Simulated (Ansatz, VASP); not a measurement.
Ge in VASP and in Ansatz

```
CELL_PARAMETERS angstrom
5.94844 0.00000 0.00000
0.00000 5.94844 0.00000
0.00000 0.00000 7.08884
ATOMIC_POSITIONS crystal
Ge 0.08449 0.08449 0.00000
Ge 0.41551 0.58449 0.75000
Ge 0.91551 0.91551 0.50000
Ge 0.58449 0.41551 0.25000
Ge 0.16926 0.37279 0.24432
Ge 0.12721 0.66926 0.99432
Ge 0.83074 0.62721 0.74432
Ge 0.87279 0.33074 0.49432
Ge 0.66926 0.12721 0.00568
Ge 0.62721 0.83074 0.25568
Ge 0.33074 0.87279 0.50568
Ge 0.37279 0.16926 0.75568
```

Alike in both runs: task single point; functional r2SCAN; k mesh 4 × 4 × 4; occupations gaussian, width 0.05 eV; no spin polarisation.

```csv
,VASP,Ansatz
version,VASP 6.6.1,Ansatz 0.2.0
potentials or method,"VASP PAW PBE potentials, release 64 (Ge_d), cutoff 520 eV","scalar-relativistic, plane waves, PAW"
valence electrons in the cell,168,168
```

```csv
,VASP,Ansatz,Ansatz less VASP
gap on the k mesh at the Fermi level (eV),1.28,1.29,+0.012
least direct gap on the mesh (eV),1.48,1.49,+0.009
pressure (GPa),0.0,0.0,+0.01
"traceless stress, the component that is largest in VASP (GPa)",-0.06,-0.05,+0.015
rms of the force components (eV/Å),0.029,0.031,+0.0021
```

VASP's potentials were made for PBE, not for r2SCAN. Atom by atom the forces differ by 0.005 eV/Å (rms over components). With one functional, cell and mesh, what is left measures potentials, basis and numerics.
